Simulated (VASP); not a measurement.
Input of a VASP 6.6.1 run:

The input POSCAR:

```
LiF
1.0
    0.0000000000      1.9948717434      1.9948717434
    1.9948717434      0.0000000000      1.9948717434
    1.9948717434      1.9948717434      0.0000000000
Li F
1 1
Direct
    0.0000000000      0.0000000000      0.0000000000
    0.5000000000      0.5000000000      0.5000000000
```

The input INCAR.step1:

```
SYSTEM = LiF
PREC = Accurate ; ENCUT = 520
EDIFF = 1E-5 ; ISMEAR = 0
SIGMA = 0.2 ; LREAL = .FALSE.
LASPH = .TRUE. ; NELM = 100
ALGO = Normal ; ISIF = 2
LWAVE = .TRUE. ; LCHARG = .FALSE.
GGA = PE ; NBANDS = 12
```

The input INCAR.step2:

```
SYSTEM = LiF
PREC = Accurate ; ENCUT = 520
EDIFF = 1E-6 ; ISMEAR = 0
SIGMA = 0.2 ; LREAL = .FALSE.
LASPH = .TRUE. ; NELM = 100
ALGO = Normal ; ISIF = 2
LWAVE = .FALSE. ; LCHARG = .FALSE.
GGA = PE ; LHFCALC = .TRUE.
HFSCREEN = 0.2079 ; PRECFOCK = Normal
ISTART = 1 ; NBANDS = 12
```

KPOINTS

```
Automatic mesh
0
G
  6 6 6
  0 0 0
```

Potentials or basis: VASP PAW PBE potentials, release 64 (Li_sv, F).

Launch:

```console
$ cat potpaw_PBE.64/Li_sv/POTCAR potpaw_PBE.64/F/POTCAR > POTCAR
$ cp INCAR.step1 INCAR
$ mpirun -np 1 vasp_std > vasp.out
$ cp INCAR.step2 INCAR
$ mpirun -np 1 vasp_std > vasp.out
```

Question: Predict the band gap on the k mesh.

Answer: 11.67 eV.

Caveat: the k points lie up to 0.45 Å⁻¹ apart.
